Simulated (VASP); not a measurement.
Crystal: Al.

```xyz
1
Lattice="-0.0205 1.9707 2.0438 2.0027 0.0100 2.0134 2.0593 1.9969 -0.0467" Properties=species:S:1:pos:R:3 pbc="T T T"
Al    0.0000    0.0000    0.0000
```

```yaml
Program: VASP 6.6.1
Task: relaxation of cell and atoms
Functional: revPBE
Dispersion: D4
Potentials_or_basis: VASP PAW PBE potentials, release 64 (Al)
Cutoff: 600 eV
k_mesh: 11 × 11 × 11
Occupations: fermi-dirac, width 0.05 eV
Spin: no spin polarisation
```

At the start: pressure -4.5 GPa; volume 16.57 Å³/atom.

Problem. Where does the relaxation end?

Solution. Over 13 steps the energy falls by 19.4 meV/atom and the volume is 15.64 Å³/atom (-5.6 %); space group Immm (No. 71, to 0.1 Å) before, Fm-3m (No. 225, to 0.1 Å).

Step by step:
| step | energy change (eV) | largest force (eV/Å) | pressure (GPa) | volume (Å³) |
| --- | --- | --- | --- | --- |
| 1 | 0.0000 | 0.0000 | -4.50 | 16.57 |
| 2 | -0.0171 | 0.0000 | 0.97 | 15.48 |
| 3 | -0.0172 | 0.0000 | 0.42 | 15.57 |
| 4 | -0.0189 | 0.0000 | 0.31 | 15.58 |
| 5 | -0.0191 | 0.0000 | 0.27 | 15.58 |
| 6 | -0.0192 | 0.0000 | 0.26 | 15.59 |
| 7 | -0.0192 | 0.0000 | 0.25 | 15.59 |
| 8 | -0.0192 | 0.0000 | 0.23 | 15.59 |
| 9 | -0.0192 | 0.0000 | 0.24 | 15.59 |
| 10 | -0.0192 | 0.0000 | 0.24 | 15.59 |
| 11 | -0.0194 | 0.0000 | -0.15 | 15.66 |
| 12 | -0.0194 | 0.0000 | -0.15 | 15.66 |
| 13 | -0.0194 | 0.0000 | -0.02 | 15.64 |

Final structure:
```cif
data_structure
_symmetry_space_group_name_H-M 'P 1'
_symmetry_Int_Tables_number 1
_cell_length_a 2.8096
_cell_length_b 2.8100
_cell_length_c 2.7968
_cell_angle_alpha 59.984
_cell_angle_beta 60.097
_cell_angle_gamma 60.118
_cell_volume 15.64
loop_
_atom_site_label
_atom_site_type_symbol
_atom_site_fract_x
_atom_site_fract_y
_atom_site_fract_z
_atom_site_occupancy
Al1 Al 0.00000 0.00000 0.00000 1
```

Caveat: the PAW data sets were made with another functional, which shifts forces and pressure a little.
